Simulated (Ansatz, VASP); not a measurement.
# SnSe in VASP and in Ansatz

```
Sn Se
1.0
     4.18990    0.00000    0.00000
     0.00000    4.18990    0.00000
     0.00000    0.00000   10.97962
Sn Se
2 2
Direct
  0.51266 0.01266 0.37816
  0.01266 0.51266 0.62184
  0.50000 0.00000 0.62178
  0.00000 0.50000 0.37822
```

Change from the starting cell: all Sn atoms moved +0.075 Å, as atom 1 along Cartesian [1 1 0].

Alike in both runs: task single point; functional LDA; k mesh 6 × 6 × 4; occupations gaussian, width 0.05 eV; no spin polarisation.

```csv
,VASP,Ansatz
version,VASP 6.6.1,Ansatz 0.2.0
potentials or method,"VASP PAW LDA potentials, release 64 (Sn_d, Se), cutoff 500 eV","scalar-relativistic, plane waves, PAW"
valence electrons in the cell,40,60
```

|  | VASP | Ansatz | Ansatz less VASP |
| --- | --- | --- | --- |
| gap on the k mesh at the Fermi level (eV) | 1.46 | 1.47 | +0.017 |
| least direct gap on the mesh (eV) | 1.51 | 1.53 | +0.016 |
| rms of the force components (eV/Å) | 0.019 | 0.009 | -0.0103 |

LDA's correlation is that of Perdew and Zunger in VASP and of Perdew and Wang (1992) in Ansatz. Atom by atom the forces differ by 0.014 eV/Å (rms over components). VASP's potentials hold 40 valence electrons a cell and Ansatz's 60, so a difference there can come from the potentials and not from the codes.
